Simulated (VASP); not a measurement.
# BiTe5 (P4/mmm) in VASP: a series of runs

The runs below take BiTe5 through single point, with PBE.

Program: VASP 6.6.1. These are calculated values, not measurements. Logs are shortened: lines on timing, memory, paths and dates and some standing lists are left out, and cuts for length are marked.

## Step 1: The cell of the first run

It takes space group P4/mmm (No. 123, tetragonal). The conventional cell has a = 7.276 Å, b = 7.276 Å, c = 5.934 Å, α = 90.00°, β = 90.00°, γ = 90.00°. Within 3.9 Å of Bi (site symmetry 4/mmm) lie 2 Te at 2.97 Å. Within 3.7 Å of Te (site symmetry m2m) lie 3 Te at 2.80 to 3.31 Å. Te (site symmetry 4/mmm) has 2 Bi at 2.97 Å and 8 Te at 4.00 Å within 4.0 Å.

The cell was built from a structure type or drawn by symmetry, and may not be a known phase.

## Step 2: Single point, PBE

Contents of INCAR:

```
SYSTEM = BiTe5
ALGO     = Normal         ! electronic algorithm
EDIFF    = 1E-6           ! SCF threshold, eV
ENCUT    = 520            ! plane-wave cutoff, eV
GGA      = PE             ! functional
ISIF     = 2              ! what is computed and relaxed
ISMEAR   = 0              ! smearing method
LASPH    = .True.         ! aspherical terms in the spheres
LCHARG   = .False.        ! write CHGCAR
LREAL    = .False.        ! projectors in reciprocal space
LWAVE    = .False.        ! write WAVECAR
NBANDS   = 32             ! bands
NELM     = 60             ! most SCF steps
PREC     = Accurate       ! precision mode
SIGMA    = 0.1            ! smearing width, eV
```

Contents of KPOINTS:

```
k-points
0
Gamma
  4 4 4
  0 0 0
```

Contents of POSCAR:

```
BiTe5
1.0
    7.2762006346      0.0000000000      0.0000000000
    0.0000000000      7.2762006346      0.0000000000
    0.0000000000      0.0000000000      5.9339500557
Bi Te
1 5
Direct
    0.5000000000      0.5000000000      0.5000000000
    0.7276820122      0.0000000000      0.0000000000
    0.2723179878      0.0000000000      0.0000000000
    0.0000000000      0.7276820122      0.0000000000
    0.0000000000      0.2723179878      0.0000000000
    0.5000000000      0.5000000000      0.0000000000
```

Potentials or basis: VASP PAW PBE potentials, release 64 (Bi_d, Te).

Command:

```
$ cat potpaw_PBE.64/Bi_d/POTCAR potpaw_PBE.64/Te/POTCAR > POTCAR
$ mpirun -np 1 vasp_std > vasp.out
```

OUTCAR:

```text
SYSTEM = BiTe5
   EDIFF = 1E-6
   ENCUT = 520
   GGA = PE
   ISIF = 2
   ISMEAR = 0
   LASPH = .True.
   LREAL = .False.
   NELM = 60
   PREC = Accurate

 ion  position               nearest neighbor table
   1  0.500  0.500  0.500-   6 2.97   6 2.97
   2  0.728  0.000  0.000-   4 2.80   5 2.80   3 3.31
   3  0.272  0.000  0.000-   4 2.80   5 2.80   2 3.31
   4  0.000  0.728  0.000-   2 2.80   3 2.80   5 3.31
   5  0.000  0.272  0.000-   2 2.80   3 2.80   4 3.31
   6  0.500  0.500  0.000-   1 2.97   1 2.97

  LATTYP: Found a simple tetragonal cell.
 ALAT       =     7.2762006346
 C/A-ratio  =     0.8155286466

  Lattice vectors:

 A1 = (   7.2762006346,   0.0000000000,   0.0000000000)
 A2 = (   0.0000000000,   7.2762006346,   0.0000000000)
 A3 = (   0.0000000000,   0.0000000000,   5.9339500557)

Analysis of symmetry for initial positions (statically):
=====================================================================
 Subroutine PRICEL returns:
 Original cell was already a primitive cell.

 Routine SETGRP: Setting up the symmetry group for a
 simple tetragonal supercell.

 Subroutine GETGRP returns: Found 16 space group operations
 (whereof 16 operations were pure point group operations)
 out of a pool of 16 trial point group operations.

The static configuration has the point symmetry D_4h.

Analysis of symmetry for dynamics (positions and initial velocities):
=====================================================================
 Subroutine PRICEL returns:
 Original cell was already a primitive cell.

 Routine SETGRP: Setting up the symmetry group for a
 simple tetragonal supercell.

 Subroutine GETGRP returns: Found 16 space group operations
 (whereof 16 operations were pure point group operations)
 out of a pool of 16 trial point group operations.

The dynamic configuration has the point symmetry D_4h.

 Subroutine INISYM returns: Found 16 space group operations
 (whereof 16 operations are pure point group operations),
 and found     1 'primitive' translations

----------------------------------------------------------------------------------------

                                     Primitive cell

[... 81 lines left out ...]
 SYSTEM =  BiTe5
   PREC   = accura    normal or accurate (medium, high low for compatibility)
   ISTART =      0    job   : 0-new  1-cont  2-samecut
   ICHARG =      2    charge: 1-file 2-atom 10-const
   ISPIN  =      1    spin polarized calculation?
   LNONCOLLINEAR =      F non collinear calculations
   LSORBIT =      F    spin-orbit coupling
   LASPH  =      T    aspherical Exc in radial PAW
   ENCUT  =  520.0 eV  38.22 Ry    6.18 a.u.  13.53 13.53 11.03*2*pi/ulx,y,z
   NELM   =     60;   NELMIN=  2; NELMDL= -5     # of ELM steps
   EDIFF  = 0.1E-05   stopping-criterion for ELM
   LREAL  =      F    real-space projection
[... 7 lines left out ...]
   TEBEG  =    0.0;   TEEND  =   0.0 temperature during run
   PSTRESS=    0.0 pullay stress
   NELECT =      45.0000    total number of electrons
   NUPDOWN=      -1.0000    fix difference up-down
   EMIN   =  10.00;   EMAX   =-10.00  energy-range for DOS
   EFERMI =   0.00;   METHOD = LEGACY
   ISMEAR =     0;   SIGMA  =   0.10  broadening in eV -4-tet -1-fermi 0-gaus
   EFERMI_NEDOS =   21; number of points for ismear=-14 and -15
   IALGO  =     38    algorithm
   IMIX   =      4    mixing-type and parameters
     AMIX     =   0.40;   BMIX     =  1.00
     AMIX_MAG =   1.60;   BMIX_MAG =  1.00
  volume/ion in A,a.u.               =      52.36       353.34
  Fermi-wavevector in a.u.,A,eV,Ry     =   0.856567  1.618677  9.982687  0.733707
  Thomas-Fermi vector in A             =   1.973488
   LORBIT       =      0    0 simple, 1 ext, 2 COOP (PROOUT), +10 PAW based schemes
   GGA     = PE    functional components
   LHFCALC =     F    Hartree Fock is set to
   AEXX    =    0.0000 exact exchange contribution
   IVDW    =     0    specifies the selected vdW correction
   LEPSILON=     F    determine dielectric tensor
   LRPA    =     F    only Hartree local field effects (RPA)
 non-spin polarized calculation
 Gauss-broadening in eV      SIGMA  =   0.10
  energy-cutoff  :      520.00
  volume of cell :      314.16
 maximum number of plane-waves:      8494
   NGX = 27   NGY = 27   NGZ = 23

 number of electron      44.9999998 magnetization

 Free energy of the ion-electron system (eV)
  ---------------------------------------------------
  ext. energy  EPLUGINS =         0.00000000
  ---------------------------------------------------
  free energy    TOTEN  =       -16.94706063 eV

  energy without entropy =      -16.89673241  energy(sigma->0) =      -16.92189652

 E-fermi :   2.2743     XC(G=0):  -7.0393

 val. band max:        2.2451422854   @ k =   0.5000   0.0000   0.0000
 cond. band min:       2.3041878376   @ k =   0.5000   0.0000   0.5000
 fundamental gap:      0.0590455522
 Fermi energy:         2.2743335030

 k-point     1 :       0.0000    0.0000    0.0000
  band No.  band energies     occupation
      1     -20.7168      2.00000
      2     -20.6617      2.00000
      3     -20.6617      2.00000
      4     -20.6178      2.00000
      5     -20.6173      2.00000
      6     -11.0310      2.00000
[... 619 lines left out ...]
     31       7.6348      0.00000
     32       8.0409      0.00000

------------------------ aborting loop because EDIFF is reached ----------------------------------------

  FORCE on cell =-STRESS in cart. coord.  units (eV):
  Direction    XX          YY          ZZ          XY          YZ          ZX
  --------------------------------------------------------------------------------------
  -------------------------------------------------------------------------------------
  Total        0.1412130      0.1412130     -0.2678520      0.0000000     -0.0000000      0.0000000
  in kB        0.7201653      0.7201653     -1.3660051      0.0000000     -0.0000000      0.0000000
  external PRESSURE =       0.0247751 kB  Pullay stress =       0.0000000 kB

 VOLUME and BASIS-vectors are now :
 -----------------------------------------------------------------------------
  energy-cutoff  :      520.00
  volume of cell :      314.16
      direct lattice vectors                 reciprocal lattice vectors
     7.276200635  0.000000000  0.000000000     0.137434363  0.000000000  0.000000000
     0.000000000  7.276200635  0.000000000     0.000000000  0.137434363  0.000000000
     0.000000000  0.000000000  5.933950056     0.000000000  0.000000000  0.168521809

 POSITION                                       TOTAL-FORCE (eV/Angst)
 -----------------------------------------------------------------------------------
      3.63810      3.63810      2.96698         0.000000      0.000000      0.000000
      5.29476      0.00000      0.00000        -0.038390      0.000000      0.000000
      1.98144      0.00000      0.00000         0.038390     -0.000000      0.000000
      0.00000      5.29476      0.00000        -0.000000     -0.038390      0.000000
      0.00000      1.98144      0.00000         0.000000      0.038390     -0.000000
      3.63810      3.63810      0.00000         0.000000      0.000000      0.000000
 -----------------------------------------------------------------------------------
    total drift:                                0.000000      0.000000      0.000000

  FREE ENERGIE OF THE ION-ELECTRON SYSTEM (eV)
  ---------------------------------------------------
  free  energy   TOTEN  =       -16.9470606277 eV

  energy  without entropy=      -16.8967324126  energy(sigma->0) =      -16.92189652
```

stdout:

```text
POSCAR found type information on POSCAR BiTe
 POSCAR found :  2 types and       6 ions
 scaLAPACK will be used
 LDA part: xc-table for (Slater+PW92), standard interpolation
 POSCAR, INCAR and KPOINTS ok, starting setup
 FFT: planning ... GRIDC
 FFT: planning ... GRID_SOFT
 FFT: planning ... GRID
 WAVECAR not read
 entering main loop
```

It took 88 s on 1 thread of Intel Xeon 6975P-C (Granite Rapids), shared host; peak memory 0.46 GiB.

Results:

```yaml
Free_energy: -16.9471 eV
Pressure: 0.0 GPa
Largest_force: 0.038 eV/Å
Band_gap_on_the_k_mesh: zero (an odd number of electrons rules out a gap without spin polarisation)
```

Forces in eV/Å, atoms in the order of the input:
```
Bi   0.000  0.000  0.000
Te  -0.038  0.000  0.000
Te   0.038  0.000  0.000
Te   0.000 -0.038  0.000
Te   0.000  0.038  0.000
Te   0.000  0.000  0.000
```

Stress tensor (GPa, compression positive):
```
 0.07  0.00  0.00
 0.00  0.07  0.00
 0.00  0.00 -0.14
```

Caveat: spin-orbit coupling is left out, which moves the levels of the heavy elements.

## Step 3: Single point, PBE

This run uses another cell than the first one, of 52.14 Å³/atom.

Contents of INCAR:

```
ALGO     = Normal         # electronic algorithm
EDIFF    = 1E-7           # SCF threshold, eV
ENCUT    = 520            # plane-wave cutoff, eV
GGA      = PE             # functional
ISIF     = 2              # what is computed and relaxed
ISMEAR   = 0              # smearing method
LASPH    = T              # aspherical terms in the spheres
LCHARG   = F              # write CHGCAR
LREAL    = F              # projectors in reciprocal space
LWAVE    = F              # write WAVECAR
NBANDS   = 32             # bands
NELM     = 60             # most SCF steps
PREC     = Accurate       # precision mode
SIGMA    = 0.1            # smearing width, eV
```

Contents of KPOINTS:

```
k-points
0
Gamma
  6 6 6
```

Contents of POSCAR:

```
BiTe5
1.0
    7.2852972345      0.0000000000      0.0000000000
    0.0000000000      7.2852972345      0.0000000000
    0.0000000000      0.0000000000      5.8944557549
Bi Te
1 5
Direct
    0.5000000000      0.5000000000      0.5000000000
    0.7280412929      0.0000000000      0.0000000000
    0.2719587071      0.0000000000      0.0000000000
    0.0000000000      0.7280412929      0.0000000000
    0.0000000000      0.2719587071      0.0000000000
    0.5000000000      0.5000000000      0.0000000000
```

Potentials or basis: VASP PAW PBE potentials, release 64 (Bi_d, Te).

Command:

```
$ cat potpaw_PBE.64/Bi_d/POTCAR potpaw_PBE.64/Te/POTCAR > POTCAR
$ mpirun -np 1 vasp_std > vasp.out
```

It took 3 min on 1 thread of Intel Xeon 6975P-C (Granite Rapids), shared host; peak memory 0.59 GiB.

Results (log left out):

| Quantity | Value |
| --- | --- |
| Free energy | -17.0365 eV |
| Pressure | 0.0 GPa |
| Largest force | 0.018 eV/Å |
| Band gap on the k mesh | zero (an odd number of electrons rules out a gap without spin polarisation) |

Forces on the atoms (eV/Å):
```
Bi   0.000  0.000  0.000
Te  -0.018  0.000  0.000
Te   0.018  0.000  0.000
Te   0.000 -0.018  0.000
Te   0.000  0.018  0.000
Te   0.000  0.000  0.000
```

Levels at points of the mesh, in eV from the Fermi level:
| k point | band 21 | band 22 | band 23 | band 24 | band 25 | band 26 |
| --- | --- | --- | --- | --- | --- | --- |
| (0.00, 0.00, 0.00) | -1.15 | -0.50 | 0.51 | 0.63 | 0.63 | 1.77 |
| (0.50, 0.00, 0.00) | -1.14 | -0.43 | -0.01 | 0.66 | 0.77 | 1.19 |
| (0.50, 0.50, 0.00) | -1.80 | 0.44 | 0.44 | 0.52 | 0.64 | 1.14 |
| (0.00, 0.00, 0.50) | -0.74 | -0.28 | -0.28 | -0.28 | 0.54 | 0.86 |
| (0.50, 0.00, 0.50) | -0.52 | -0.47 | -0.40 | -0.27 | 0.07 | 0.87 |
| (0.50, 0.50, 0.50) | -0.32 | -0.12 | -0.12 | 0.40 | 0.68 | 0.87 |

Caveat: spin-orbit coupling is left out, which moves the levels of the heavy elements.

## Step 4: Single point, PBE

This run uses another cell than the first one, of 37.19 Å³/atom.

Contents of INCAR:

```
SYSTEM = BiTe5
  ALGO = Normal
  EDIFF = 1E-6
  ENCUT = 520
  GGA = PE
  ISIF = 2
  ISMEAR = 0
  LASPH = .True.
  LCHARG = .False.
  LREAL = .False.
  LWAVE = .False.
  NBANDS = 32
  NELM = 100
  PREC = Accurate
  SIGMA = 0.1
```

Contents of KPOINTS:

```
k-points
0
Gamma
  4 4 4
  0 0 0
```

Contents of POSCAR:

```
BiTe5
1.0
    7.0147695500      0.0000000000      0.0000000000
    0.0000000000      7.0147695500      0.0000000000
    0.0000000000      0.0000000000      4.5350873700
Bi Te
1 5
Direct
    0.5000000000      0.5000000000      0.5000000000
    0.7391173500      0.0000000000      0.0000000000
    0.2608826500      0.0000000000      0.0000000000
    0.0000000000      0.7391173500      0.0000000000
    0.0000000000      0.2608826500      0.0000000000
    0.5000000000      0.5000000000      0.0000000000
```

Command:

```
$ cat potpaw_PBE.64/Bi_d/POTCAR potpaw_PBE.64/Te/POTCAR > POTCAR
$ mpirun -np 1 vasp_std > vasp.out
```

Wall time 91 s (1 thread of Intel Xeon Platinum 8488C (Sapphire Rapids), shared host); peak memory 0.37 GiB.

Results (log left out):

| Quantity | Value |
| --- | --- |
| Free energy | -10.4983 eV |
| Pressure | 22.1 GPa |
| Largest force | 3.438 eV/Å |
| Band gap on the k mesh | zero (an odd number of electrons rules out a gap without spin polarisation) |

Forces in eV/Å, atoms in the order of the input:
```
Bi   0.000  0.000  0.000
Te  -3.438  0.000  0.000
Te   3.438  0.000  0.000
Te   0.000 -3.438  0.000
Te   0.000  3.438  0.000
Te   0.000  0.000  0.000
```

Stress tensor (GPa, compression positive):
```
11.17  0.00  0.00
 0.00 11.17  0.00
 0.00  0.00 44.06
```

Levels at points of the mesh, in eV from the Fermi level:
| k point | band 18 | band 19 | band 20 | band 21 | band 22 | band 23 | band 24 | band 25 | band 26 | band 27 |
| --- | --- | --- | --- | --- | --- | --- | --- | --- | --- | --- |
| (0.00, 0.00, 0.00) | -2.30 | -2.30 | -1.27 | -1.27 | 0.02 | 1.09 | 1.09 | 1.09 | 2.05 | 2.05 |
| (0.50, 0.00, 0.00) | -3.52 | -2.27 | -1.77 | -1.26 | -0.68 | 0.48 | 0.69 | 1.55 | 1.88 | 2.21 |
| (0.50, 0.50, 0.00) | -4.05 | -3.36 | -1.81 | -1.81 | 0.52 | 0.71 | 0.71 | 1.01 | 1.78 | 1.78 |
| (0.00, 0.00, 0.50) | -2.67 | -1.97 | -1.97 | -1.43 | -1.43 | -1.35 | 1.35 | 1.61 | 1.61 | 2.85 |
| (0.50, 0.00, 0.50) | -2.60 | -2.40 | -2.17 | -1.87 | -1.73 | -0.48 | -0.47 | 0.93 | 2.37 | 2.81 |
| (0.50, 0.50, 0.50) | -3.43 | -3.08 | -3.08 | -1.12 | -1.12 | -0.01 | 0.84 | 1.09 | 1.09 | 3.11 |

Caveat: the cell stands under pressure; spin-orbit coupling is left out, which moves the levels of the heavy elements; forces of over 1 eV/Å act on the atoms, so gaps and moduli don't describe the material at rest.

## Step 5: Single point, PBE

Contents of INCAR:

```
SYSTEM = BiTe5
ALGO     = Normal         ! electronic algorithm
EDIFF    = 1E-6           ! SCF threshold, eV
ENCUT    = 520            ! plane-wave cutoff, eV
GGA      = PE             ! functional
ISIF     = 2              ! what is computed and relaxed
ISMEAR   = 0              ! smearing method
LASPH    = .True.         ! aspherical terms in the spheres
LCHARG   = .False.        ! write CHGCAR
LREAL    = .False.        ! projectors in reciprocal space
LWAVE    = .False.        ! write WAVECAR
NBANDS   = 32             ! bands
NELM     = 60             ! most SCF steps
PREC     = Accurate       ! precision mode
SIGMA    = 0.1            ! smearing width, eV
```

KPOINTS is that of step 4.

Contents of POSCAR:

```
BiTe5
1.0
    7.2762003520      0.0000000000      0.0000000000
    0.0000000000      7.2762003520      0.0000000000
    0.0000000000      0.0000000000      5.9339503854
Bi Te
1 5
Direct
    0.5000000000      0.5000000000      0.5000000000
    0.7276820203      0.0000000000      0.0000000000
    0.2723179797      0.0000000000      0.0000000000
    0.0000000000      0.7276820203      0.0000000000
    0.0000000000      0.2723179797      0.0000000000
    0.5000000000      0.5000000000      0.0000000000
```

Command:

```
$ cat potpaw_PBE.64/Bi_d/POTCAR potpaw_PBE.64/Te/POTCAR > POTCAR
$ mpirun -np 1 vasp_std > vasp.out
```

Run time: 2.2 min. Hardware: 1 thread of Intel Xeon Platinum 8488C (Sapphire Rapids), shared host; peak memory 0.45 GiB.

The run converged. Its results:

```
Free energy            : -16.9471 eV
Pressure               : 0.0 GPa
Largest force          : 0.038 eV/Å
Band gap on the k mesh : zero (an odd number of electrons rules out a gap without spin polarisation)
```

Forces in eV/Å, atoms in the order of the input:
```
Bi   0.000  0.000  0.000
Te  -0.038  0.000  0.000
Te   0.038  0.000  0.000
Te   0.000 -0.038  0.000
Te   0.000  0.038  0.000
Te   0.000  0.000  0.000
```

Stress tensor (GPa, compression positive):
```
 0.07  0.00  0.00
 0.00  0.07  0.00
 0.00  0.00 -0.14
```

Levels at points of the mesh, in eV from the Fermi level:
| k point | band 19 | band 20 | band 21 | band 22 | band 23 | band 24 | band 25 | band 26 |
| --- | --- | --- | --- | --- | --- | --- | --- | --- |
| (0.00, 0.00, 0.00) | -1.49 | -1.17 | -1.17 | -0.54 | 0.49 | 0.51 | 0.51 | 1.75 |
| (0.50, 0.00, 0.00) | -1.79 | -1.75 | -1.16 | -0.46 | -0.03 | 0.54 | 0.64 | 1.18 |
| (0.50, 0.50, 0.00) | -2.36 | -1.83 | -1.83 | 0.34 | 0.34 | 0.51 | 0.60 | 1.10 |
| (0.00, 0.00, 0.50) | -1.23 | -1.23 | -0.76 | -0.42 | -0.37 | -0.37 | 0.51 | 0.69 |
| (0.50, 0.00, 0.50) | -1.33 | -1.29 | -0.58 | -0.56 | -0.43 | -0.41 | 0.03 | 0.69 |
| (0.50, 0.50, 0.50) | -1.91 | -1.91 | -0.46 | -0.20 | -0.20 | 0.39 | 0.64 | 0.70 |

Caveat: spin-orbit coupling is left out, which moves the levels of the heavy elements.

## Step 6: The runs side by side

```tsv
cell	k mesh	gap on the mesh (eV)	pressure (GPa)	largest force (eV/Å)
a = 7.276, b = 7.276, c = 5.934 Å, 6 atoms, atomic positions A	4 × 4 × 4	none	0.0	0.04
a = 7.285, b = 7.285, c = 5.894 Å, 6 atoms, atomic positions A	6 × 6 × 6	none	0.0	0.02
a = 7.015, b = 7.015, c = 4.535 Å, 6 atoms, atomic positions B	4 × 4 × 4	none	22.1	3.44
```

Alike in all rows: task single point; level PBE; potentials or basis VASP PAW PBE potentials, release 64 (Bi_d, Te); no spin polarisation; cutoff (eV) 520; smearing gaussian 0.1 eV.

Caveats: spin-orbit coupling is left out, which moves the levels of the heavy elements; the cell stands under pressure (at least some runs); forces of over 1 eV/Å act on the atoms, so gaps and moduli don't describe the material at rest (at least some runs).

Total energies depend on the potentials used, so only differences within one code and one set of settings carry meaning.
